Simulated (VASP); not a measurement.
Crystal: Re.

```xyz
2
Lattice="2.7608 0.0000 0.0000 -1.3804 2.3909 0.0000 0.0000 0.0000 4.4582" Properties=species:S:1:pos:R:3 pbc="T T T"
Re    1.3804    0.7970    3.3436
Re    0.0000    1.5939    1.1145
```

- Program: VASP 6.6.1
- Task: relaxation of cell and atoms
- Functional: LDA
- Potentials or basis: VASP PAW LDA potentials, release 64 (Re)
- Cutoff: 600 eV
- k mesh: 11 × 11 × 6
- Occupations: fermi-dirac, width 0.05 eV
- Spin: no spin polarisation

At the start: pressure -8.8 GPa; volume 14.71 Å³/atom.

How do energy, volume and symmetry change on relaxing?

Over 12 steps the energy falls by 9.2 meV/atom and the volume is 14.39 Å³/atom (-2.2 %); space group P6_3/mmc (No. 194, to 0.1 Å) before and after.

Step by step:
```csv
step,energy change (eV),largest force (eV/Å),pressure (GPa),volume (Å³)
1,0.0000,0.0000,-8.81,29.43
2,0.3560,0.0000,49.23,26.12
3,-0.0184,0.0000,-0.41,28.80
4,-0.0184,0.0000,-0.07,28.78
5,-0.0184,0.0000,0.12,28.76
6,-0.0184,0.0000,-0.42,28.80
7,-0.0184,0.0000,-0.08,28.78
8,-0.0184,0.0000,-0.05,28.78
9,-0.0184,0.0000,-0.08,28.78
10,-0.0184,0.0000,-0.06,28.78
11,-0.0184,0.0000,0.08,28.77
12,-0.0184,0.0000,0.01,28.77
```

Final structure:
```cif
data_structure
_symmetry_space_group_name_H-M 'P 1'
_symmetry_Int_Tables_number 1
_cell_length_a 2.7412
_cell_length_b 2.7412
_cell_length_c 4.4214
_cell_angle_alpha 90.000
_cell_angle_beta 90.000
_cell_angle_gamma 120.000
_cell_volume 28.77
loop_
_atom_site_label
_atom_site_type_symbol
_atom_site_fract_x
_atom_site_fract_y
_atom_site_fract_z
_atom_site_occupancy
Re1 Re 0.66667 0.33333 0.75000 1
Re2 Re 0.33333 0.66667 0.25000 1
```
